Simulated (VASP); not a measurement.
Si3C: relaxation of cell and atoms with PBE

The system is Si3C.

```
Si C
1.0
     2.74911    0.00000    0.00000
    -1.37456    2.38080    0.00000
     0.00000    0.00000    8.92304
Si C
3 1
Direct
  0.33333 0.66667 0.75000
  0.33333 0.66667 0.25000
  0.66667 0.33333 0.50000
  0.66667 0.33333 0.00000
```

* Program: VASP 6.6.1
* Task: relaxation of cell and atoms
* Functional: PBE
* Potentials or basis: VASP PAW PBE potentials, release 64 (Si, C)
* Cutoff: 600 eV
* k mesh: 6 × 6 × 2
* Occupations: gaussian, width 0.1 eV
* Spin: no spin polarisation
* Dipole correction: no
* Further INCAR settings: ALGO = Normal; EDIFF = 1e-06; IBRION = 2; EDIFFG = -0.04; NSW = 90; ISIF = 3

| Property | Result |
| --- | --- |
| Relaxed volume | 13.00 Å³/atom |
| Relaxed cell | a = 2.802 Å, b = 2.802 Å, c = 7.647 Å, α = 90.00°, β = 90.00°, γ = 120.00° |
| Space group after relaxing (to 0.05 Å) | P-6m2 (No. 187) |
| Energy gained by relaxing | 846.1 meV/atom |
| Ionic steps | 20 |
| Pressure after relaxing | -0.2 GPa |
| Largest force after relaxing | 0.021 eV/Å |
| Band gap on the k mesh | zero (band 8 reaches 13.04 eV, above the bottom of band 9 at 6.85 eV) |

Forces in eV/Å, atoms in the order of the input:
```
Si   0.000  0.000  0.021
Si   0.000  0.000 -0.021
Si   0.000  0.000  0.000
C    0.000  0.000  0.000
```

The path:
| step | energy change (eV) | largest force (eV/Å) | pressure (GPa) | volume (Å³) |
| --- | --- | --- | --- | --- |
| 1 | 0.0000 | 1.6453 | -12.23 | 58.40 |
| 2 | -0.7983 | 2.1691 | -2.27 | 49.46 |
| 3 | -0.8941 | 2.3003 | 6.41 | 45.79 |
| 4 | -1.4272 | 1.5053 | 9.77 | 44.03 |
| 5 | -1.7196 | 1.6614 | 16.82 | 42.54 |
| 6 | -1.1557 | 2.4044 | 54.71 | 39.65 |
| 7 | -1.7711 | 1.2030 | 21.09 | 42.02 |
| 8 | -2.0363 | 0.8137 | 21.12 | 42.52 |
| 9 | -2.6077 | 0.8236 | 25.33 | 44.02 |
| 10 | -2.5263 | 2.6651 | 30.43 | 44.61 |
| 11 | -2.6252 | 1.2035 | 26.43 | 44.19 |
| 12 | -3.0605 | 1.3279 | 15.73 | 46.92 |
| 13 | -3.3060 | 1.3709 | 6.40 | 50.39 |
| 14 | -3.3153 | 1.5613 | 4.43 | 51.38 |
| 15 | -3.3716 | 0.4051 | 1.08 | 52.04 |
| 16 | -3.3739 | 0.1441 | 0.33 | 52.21 |
| 17 | -3.3782 | 0.1341 | -0.03 | 52.29 |
| 18 | -3.3823 | 0.1025 | -0.76 | 52.49 |
| 19 | -3.3835 | 0.0600 | -0.59 | 52.32 |
| 20 | -3.3845 | 0.0205 | -0.23 | 52.00 |

Final structure:
```xyz
4
Lattice="2.8021 0.0000 0.0000 -1.4011 2.4267 0.0000 0.0000 0.0000 7.6466" Properties=species:S:1:pos:R:3 pbc="T T T"
Si    0.0000    1.6178    6.4374
Si    0.0000    1.6178    1.2092
Si    1.4011    0.8089    3.8233
C     1.4011    0.8089    0.0000
```

Levels at points of the mesh, in eV from the Fermi level:
```tsv
k point	band 5	band 6	band 7	band 8	band 9	band 10	band 11	band 12
(0.00, 0.00, 0.00)	-4.52	-0.24	-0.24	3.98	6.67	7.80	7.80	7.85
(0.50, 0.00, 0.00)	-5.07	-4.60	-2.70	-0.11	0.27	0.84	3.34	3.93
(0.00, 0.00, 0.50)	-0.61	-0.24	-0.24	0.76	6.68	7.84	7.84	9.75
(0.50, 0.00, 0.50)	-4.92	-2.81	-2.70	-2.43	-1.35	3.15	3.47	5.71
```

Run time: 2.2 min on 1 thread of AMD EPYC 9R45 96-Core Processor (Zen 5) (shared host), peak memory 0.16 GiB.

Caveat: the k points lie up to 0.43 Å⁻¹ apart in the final cell.
